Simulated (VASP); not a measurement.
# ZrSe2 (P-3m1) in VASP: further runs

The runs below take ZrSe2 through single point, with PBE, LDA.

All numbers are computed with VASP 6.6.1; they aren't measurements. Logs are shortened: lines on timing, memory, paths and dates and some standing lists are left out, and cuts for length are marked.

### 1 The cell of the first run

The structure is trigonal, space group P-3m1 (No. 164). Conventional cell: a = 3.860 Å, b = 3.860 Å, c = 5.921 Å, α = 90.00°, β = 90.00°, γ = 120.00°. Zr (site symmetry -3m) has 6 Se at 2.74 Å within 3.6 Å. Within 3.6 Å of Se (site symmetry 3m) lie 3 Zr at 2.74 Å and 3 Se at 3.52 Å.

### 2 Single point, PBE (strained)

File INCAR:

```
PREC = Accurate
ENCUT = 500
EDIFF = 1E-6
ISMEAR = 0
SIGMA = 0.05
LREAL = False
LASPH = True
NELM = 120
ALGO = Normal
ISIF = 2
LWAVE = False
LCHARG = False
GGA = PE
NBANDS = 19
GGA_COMPAT = False
```

File KPOINTS:

```
regular mesh
0
Gamma
  12 12 6
```

File POSCAR:

```
ZrSe2
1.0
    3.8598674470      0.0000000000      0.0000000000
   -1.9299337235      3.3427432642      0.0000000000
    0.0000000000      0.0000000000      5.9213476800
Zr Se
1 2
Direct
    0.0000000000      0.0000000000      0.0000000000
    0.3333333333      0.6666666667      0.2697794714
    0.6666666667      0.3333333333      0.7302205286
```

Potentials or basis: VASP PAW PBE potentials, release 64 (Zr_sv, Se).

Started as:

```
> cat potpaw_PBE.64/Zr_sv/POTCAR potpaw_PBE.64/Se/POTCAR > POTCAR
> mpirun -np 1 vasp_std > vasp.out
```

OUTCAR:

```text
PREC = Accurate
   ENCUT = 500
   EDIFF = 1E-6
   ISMEAR = 0
   LREAL = False
   LASPH = True
   NELM = 120
   ISIF = 2
   GGA = PE

 ion  position               nearest neighbor table
   1  0.000  0.000  0.000-   2 2.74   3 2.74   2 2.74   3 2.74   3 2.74   2 2.74
   2  0.333  0.667  0.270-   1 2.74   1 2.74   1 2.74
   3  0.667  0.333  0.730-   1 2.74   1 2.74   1 2.74

  LATTYP: Found a hexagonal cell.
 ALAT       =     3.8598674470
 C/A-ratio  =     1.5340805769

  Lattice vectors:

 A1 = (   3.8598674470,   0.0000000000,   0.0000000000)
 A2 = (  -1.9299337235,   3.3427432642,   0.0000000000)
 A3 = (   0.0000000000,   0.0000000000,   5.9213476800)

Analysis of symmetry for initial positions (statically):
=====================================================================
 Subroutine PRICEL returns:
 Original cell was already a primitive cell.

 Routine SETGRP: Setting up the symmetry group for a
 hexagonal supercell.

 Subroutine GETGRP returns: Found 12 space group operations
 (whereof 12 operations were pure point group operations)
 out of a pool of 24 trial point group operations.

The static configuration has the point symmetry D_3d.

Analysis of symmetry for dynamics (positions and initial velocities):
=====================================================================
 Subroutine PRICEL returns:
 Original cell was already a primitive cell.

 Routine SETGRP: Setting up the symmetry group for a
 hexagonal supercell.

 Subroutine GETGRP returns: Found 12 space group operations
 (whereof 12 operations were pure point group operations)
 out of a pool of 24 trial point group operations.

The dynamic configuration has the point symmetry D_3d.

 Subroutine INISYM returns: Found 12 space group operations
 (whereof 12 operations are pure point group operations),
 and found     1 'primitive' translations

----------------------------------------------------------------------------------------

                                     Primitive cell

  volume of cell :      76.4005

  direct lattice vectors                    reciprocal lattice vectors
     3.859867447  0.000000000  0.000000000     0.259076254  0.149577745  0.000000000
    -1.929933724  3.342743264  0.000000000     0.000000000  0.299155490  0.000000000
     0.000000000  0.000000000  5.921347680     0.000000000  0.000000000  0.168880474

  length of vectors
     3.859867447  3.859867447  5.921347680     0.299155490  0.299155490  0.168880474

[... 81 lines left out ...]
   NELM   =    120;   NELMIN=  2; NELMDL= -5     # of ELM steps
   EDIFF  = 0.1E-05   stopping-criterion for ELM
   LREAL  =      F    real-space projection
   EDIFFG = 0.1E-04   stopping-criterion for IOM
   NSW    =      0    number of steps for IOM
   IBRION =     -1    ionic relax: 0-MD 1-quasi-New 2-CG
   NFREE  =      0    steps in history (QN), initial steepest desc. (CG)
   ISIF   =      2    stress and relaxation
   ISYM   =      2    0-nonsym 1-usesym 2-fastsym
   POTIM  = 0.5000    time-step for ionic-motion
   TEBEG  =    0.0;   TEEND  =   0.0 temperature during run
   PSTRESS=    0.0 pullay stress
   NELECT =      24.0000    total number of electrons
   NUPDOWN=      -1.0000    fix difference up-down
   EMIN   =  10.00;   EMAX   =-10.00  energy-range for DOS
   EFERMI =   0.00;   METHOD = LEGACY
   ISMEAR =     0;   SIGMA  =   0.05  broadening in eV -4-tet -1-fermi 0-gaus
   EFERMI_NEDOS =   21; number of points for ismear=-14 and -15
   IALGO  =     38    algorithm
   IMIX   =      4    mixing-type and parameters
     AMIX     =   0.40;   BMIX     =  1.00
     AMIX_MAG =   1.60;   BMIX_MAG =  1.00
  volume/ion in A,a.u.               =      25.47       171.86
  Fermi-wavevector in a.u.,A,eV,Ry     =   1.112876  2.103030 16.850705  1.238492
  Thomas-Fermi vector in A             =   2.249454
   LORBIT       =      0    0 simple, 1 ext, 2 COOP (PROOUT), +10 PAW based schemes
   GGA     = PE    functional components
   LHFCALC =     F    Hartree Fock is set to
   AEXX    =    0.0000 exact exchange contribution
   IVDW    =     0    specifies the selected vdW correction
   LEPSILON=     F    determine dielectric tensor
   LRPA    =     F    only Hartree local field effects (RPA)
 non-spin polarized calculation
 Gauss-broadening in eV      SIGMA  =   0.05
  energy-cutoff  :      500.00
  volume of cell :       76.40
 maximum number of plane-waves:      1961
   NGX = 15   NGY = 15   NGZ = 21

 number of electron      24.0000001 magnetization

 Free energy of the ion-electron system (eV)
  ---------------------------------------------------
  ext. energy  EPLUGINS =         0.00000000
  ---------------------------------------------------
  free energy    TOTEN  =       -19.49072391 eV

  energy without entropy =      -19.49059291  energy(sigma->0) =      -19.49065841

 E-fermi :   4.7786     XC(G=0):  -9.6102

 val. band max:        4.6936262808   @ k =   0.0833   0.0000   0.0000
 cond. band min:       4.8007054764   @ k =   0.5000   0.0000   0.5000
 fundamental gap:      0.1070791955
 Fermi energy:         4.7786079517

 k-point     1 :       0.0000    0.0000    0.0000
  band No.  band energies     occupation
      1     -45.2019      2.00000
      2     -23.2099      2.00000
      3     -23.1216      2.00000
      4     -23.1216      2.00000
      5      -8.7210      2.00000
      6      -7.3411      2.00000
[... 505 lines left out ...]
      6      -7.4528      2.00000
[... 11 lines left out ...]
     18      10.4392      0.00000
     19      10.9189      0.00000

 [... further k-points ...]

------------------------ aborting loop because EDIFF is reached ----------------------------------------

  FORCE on cell =-STRESS in cart. coord.  units (eV):
  Direction    XX          YY          ZZ          XY          YZ          ZX
  --------------------------------------------------------------------------------------
  -------------------------------------------------------------------------------------
  Total       -1.4791840     -1.4791840     -0.0207876      0.0000000      0.0000000      0.0000000
  in kB      -31.0196433    -31.0196433     -0.4359332      0.0000000      0.0000000      0.0000000
  external PRESSURE =     -20.8250733 kB  Pullay stress =       0.0000000 kB

 VOLUME and BASIS-vectors are now :
 -----------------------------------------------------------------------------
  energy-cutoff  :      500.00
  volume of cell :       76.40
      direct lattice vectors                 reciprocal lattice vectors
     3.859867447  0.000000000  0.000000000     0.259076254  0.149577745  0.000000000
    -1.929933724  3.342743264  0.000000000     0.000000000  0.299155490  0.000000000
     0.000000000  0.000000000  5.921347680     0.000000000  0.000000000  0.168880474

 POSITION                                       TOTAL-FORCE (eV/Angst)
 -----------------------------------------------------------------------------------
      0.00000      0.00000      0.00000         0.000000      0.000000      0.000000
     -0.00000      2.22850      1.59746        -0.000000      0.000000     -0.571177
      1.92993      1.11425      4.32389        -0.000000     -0.000000      0.571177
 -----------------------------------------------------------------------------------
    total drift:                                0.000000      0.000000      0.000000

  FREE ENERGIE OF THE ION-ELECTRON SYSTEM (eV)
  ---------------------------------------------------
  free  energy   TOTEN  =       -19.4907239101 eV

  energy  without entropy=      -19.4905929068  energy(sigma->0) =      -19.49065841
```

OSZICAR:

```text
N       E                     dE             d eps       ncg     rms          rms(c)
DAV:   1     0.156655808940E+03    0.15666E+03   -0.11390E+04  3800   0.112E+03
DAV:   2    -0.120135265044E+02   -0.16867E+03   -0.16480E+03  4890   0.261E+02
DAV:   3    -0.210500173204E+02   -0.90365E+01   -0.89848E+01  6094   0.542E+01
DAV:   4    -0.212666138290E+02   -0.21660E+00   -0.21592E+00  5303   0.711E+00
DAV:   5    -0.212707282725E+02   -0.41144E-02   -0.41130E-02  5329   0.867E-01    0.117E+01
DAV:   6    -0.195460514844E+02    0.17247E+01   -0.60062E+00  4046   0.126E+01    0.461E+00
DAV:   7    -0.194933991310E+02    0.52652E-01   -0.44848E-01  4337   0.356E+00    0.251E+00
DAV:   8    -0.194892988388E+02    0.41003E-02   -0.94354E-02  4545   0.180E+00    0.488E-01
DAV:   9    -0.194904065958E+02   -0.11078E-02   -0.10626E-02  4343   0.686E-01    0.251E-01
DAV:  10    -0.194907467146E+02   -0.34012E-03   -0.93245E-04  5278   0.241E-01    0.949E-02
DAV:  11    -0.194907149341E+02    0.31780E-04   -0.73230E-05  4307   0.504E-02    0.268E-02
DAV:  12    -0.194907235723E+02   -0.86383E-05   -0.17768E-05  4405   0.259E-02    0.769E-03
DAV:  13    -0.194907239101E+02   -0.33779E-06   -0.11063E-06  3324   0.624E-03
   1 F= -.19490724E+02 E0= -.19490658E+02  d E =-.131003E-03
```

It took 3.1 min on 1 thread of Intel Xeon 8259CL, shared host; peak memory 0.28 GiB.

Results:

```
Free energy            : -19.4907 eV
Pressure               : -2.1 GPa
Largest force          : 0.571 eV/Å
Band gap on the k mesh : zero (bands 12 and 13 overlap by 0.01 eV)
```

Forces on the atoms (eV/Å):
```
Zr   0.000  0.000  0.000
Se   0.000  0.000 -0.571
Se   0.000  0.000  0.571
```

Levels at points of the mesh, in eV from the Fermi level:
```tsv
k point	band 8	band 9	band 10	band 11	band 12	band 13	band 14	band 15	band 16	band 17
(0.00, 0.00, 0.00)	-2.92	-2.92	-0.40	-0.40	0.03	0.71	0.71	1.13	3.47	3.47
(0.50, 0.00, 0.00)	-3.07	-2.92	-2.63	-2.62	-1.86	0.14	2.04	2.36	4.14	4.48
(0.00, 0.00, 0.50)	-2.81	-2.81	-2.55	-0.73	-0.73	0.66	0.66	1.40	4.12	4.12
(0.50, 0.00, 0.50)	-4.08	-2.99	-2.68	-1.26	-1.07	0.02	2.03	2.34	3.63	4.55
```

Caveat: the cell differs from its parent crystal (strained).

### 3 Single point, LDA (strained)

File INCAR:

```
SYSTEM = ZrSe2
PREC = Accurate
ENCUT = 500
EDIFF = 1E-6
ISMEAR = 0
SIGMA = 0.05
LREAL = .FALSE.
LASPH = .TRUE.
NELM = 120
ALGO = Normal
ISIF = 2
LWAVE = .FALSE.
LCHARG = .TRUE.
LELF = .TRUE.
LVHAR = .TRUE.
NBANDS = 19
GGA_COMPAT = .FALSE.
```

File KPOINTS:

```
Automatic mesh
0
G
  12 12 6
  0 0 0
```

File POSCAR:

```
ZrSe2
1.0
    3.9291809115      0.0000000000      0.0000000000
   -1.9645904558      3.4027704854      0.0000000000
    0.0000000000      0.0000000000      5.8485916800
Zr Se
1 2
Direct
    0.0000000000      0.0000000000      0.0000000000
    0.3333333333      0.6666666667      0.2302205286
    0.6666666667      0.3333333333      0.7697794714
```

Potentials or basis: VASP PAW LDA potentials, release 64 (Zr_sv, Se).

Started as:

```
> cat potpaw_LDA.64/Zr_sv/POTCAR potpaw_LDA.64/Se/POTCAR > POTCAR
> mpirun -np 1 vasp_std > vasp.out
```

Wall time 3.2 min (1 thread of Intel Xeon 8259CL, shared host); peak memory 0.26 GiB.

Results (log left out):

* Free energy: -21.3050 eV
* Pressure: 0.8 GPa
* Largest force: 1.152 eV/Å
* Band gap on the k mesh: 0.59 eV (least direct gap 0.64 eV)

Forces in eV/Å, atoms in the order of the input:
```
Zr   0.000  0.000  0.000
Se   0.000  0.000  1.152
Se   0.000  0.000 -1.152
```

Stress tensor (GPa, compression positive):
```
-1.53  0.00  0.00
 0.00 -1.53  0.00
 0.00  0.00  5.40
```

Levels at points of the mesh, in eV from the valence-band top:
```tsv
k point	band 9	band 10	band 11	band 12	band 13	band 14	band 15	band 16
(0.00, 0.00, 0.00)	-3.63	-0.46	-0.46	0.00	0.64	0.64	1.86	4.52
(0.50, 0.00, 0.00)	-2.95	-2.67	-2.09	-1.95	0.75	1.83	1.85	4.79
(0.00, 0.00, 0.50)	-3.58	-1.97	-0.61	-0.61	0.59	0.59	1.97	5.19
(0.50, 0.00, 0.50)	-3.12	-2.33	-1.67	-0.90	0.65	1.81	1.89	4.66
```

Caveat: the cell differs from its parent crystal (strained); forces of over 1 eV/Å act on the atoms, so gaps and moduli don't describe the material at rest.

[end of part 1 of 2]
